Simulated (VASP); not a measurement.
Nb2Ru:

```
Nb Ru
1.0
     0.00000    2.31938    6.59912
     1.63414    0.00000    6.59912
     1.63414    2.31938    0.00000
Nb Ru
2 1
Direct
  0.33944 0.33944 0.66056
  0.66056 0.66056 0.33944
  0.00000 0.00000 0.00000
```

```yaml
Program: VASP 6.6.1
Task: relaxation of cell and atoms
Functional: LDA
Potentials_or_basis: VASP PAW LDA potentials, release 64 (Nb_sv, Ru_pv)
Cutoff: 500 eV
k_mesh: 16 × 16 × 16
Occupations: gaussian, width 0.1 eV
Spin: no spin polarisation
```

At the start: pressure -11.4 GPa; volume 16.67 Å³/atom.

Task: How do energy, volume and symmetry change on relaxing?

Result: Over 13 steps the energy falls by 32.1 meV/atom and the volume is 15.81 Å³/atom (-5.2 %); space group Fmmm (No. 69, to 0.1 Å) before and after.

The path:
```csv
step,energy change (eV),largest force (eV/Å),pressure (GPa),volume (Å³)
1,0.0000,0.1351,-11.38,50.02
2,0.5056,0.7038,38.45,41.93
3,-0.0954,0.0330,-0.61,47.57
4,-0.0956,0.0411,-0.11,47.47
5,-0.0956,0.0452,0.15,47.42
6,-0.0961,0.0048,0.17,47.40
7,-0.0961,0.0012,0.18,47.39
8,-0.0961,0.0046,-0.35,47.50
9,-0.0962,0.0026,-0.07,47.44
10,-0.0962,0.0031,-0.04,47.43
11,-0.0963,0.0072,-0.01,47.43
12,-0.0963,0.0065,-0.01,47.43
13,-0.0963,0.0049,-0.01,47.43
```

Final structure:
```xyz
3
Lattice="0.0000 2.2746 6.5012 1.6037 0.0000 6.5012 1.6037 2.2746 0.0000" Properties=species:S:1:pos:R:3 pbc="T T T"
Nb    1.6037    2.2746    4.4134
Nb    1.6037    2.2746    8.5890
Ru    0.0000    0.0000    0.0000
```
